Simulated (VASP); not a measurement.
**SnPt3: electric field gradients with LDA**

SnPt3:

```
Sn Pt
1.0
     4.05264    0.00000    0.00000
     0.00000    4.05264    0.00000
     0.00000    0.00000    4.05264
Sn Pt
1 3
Direct
  0.00000 0.00000 0.00000
  0.00000 0.50000 0.50000
  0.50000 0.00000 0.50000
  0.50000 0.50000 0.00000
```

This cell differs from its parent crystal: volume scaled by 1.04.

| Item | Value |
| --- | --- |
| Program | VASP 6.6.1 |
| Task | electric field gradients |
| Functional | LDA |
| Potentials or basis | VASP PAW LDA potentials, release 64 (Sn_d, Pt) |
| Cutoff | 520 eV |
| k mesh | 8 × 8 × 8 |
| Occupations | fermi-dirac, width 0.05 eV |
| Spin | no spin polarisation |
| Dipole correction | no |
| Further INCAR settings | ALGO = Normal; EDIFF = 1e-08; NBANDS = 30 |

The pressure is -11.0 GPa and the band gap on the k mesh is zero (band 22 reaches 11.19 eV, above the bottom of band 23 at 10.77 eV).

Levels at points of the mesh, in eV from the Fermi level:
| k point | band 20 | band 21 | band 22 | band 23 | band 24 | band 25 |
| --- | --- | --- | --- | --- | --- | --- |
| (0.00, 0.00, 0.00) | -1.14 | -0.39 | 0.11 | 0.11 | 0.11 | 2.58 |
| (0.50, 0.00, 0.00) | -2.22 | -1.07 | 0.11 | 1.65 | 3.79 | 3.79 |
| (0.50, 0.50, 0.00) | -1.97 | -1.81 | -1.49 | 0.86 | 0.86 | 4.98 |
| (0.50, 0.50, 0.50) | -1.98 | -0.58 | -0.31 | -0.31 | -0.31 | 0.70 |

Electric field gradients, principal values (V/Å²):
```tsv
atom	least	middle	greatest (by size)
1 Sn	0.000	0.000	0.000
2 Pt	68.412	68.412	-136.824
3 Pt	68.412	68.412	-136.824
4 Pt	68.412	68.412	-136.824
```

Wall time 22 s on 1 thread of Intel(R) Xeon(R) 6975P-C (Granite Rapids), on a shared host, peak memory 0.18 GiB.

Caveat: without QUAD_EFG the Cq values of the log hold for a quadrupole moment of 1 mb, not for the nuclei; spin-orbit coupling is left out, which moves the levels of the heavy elements.
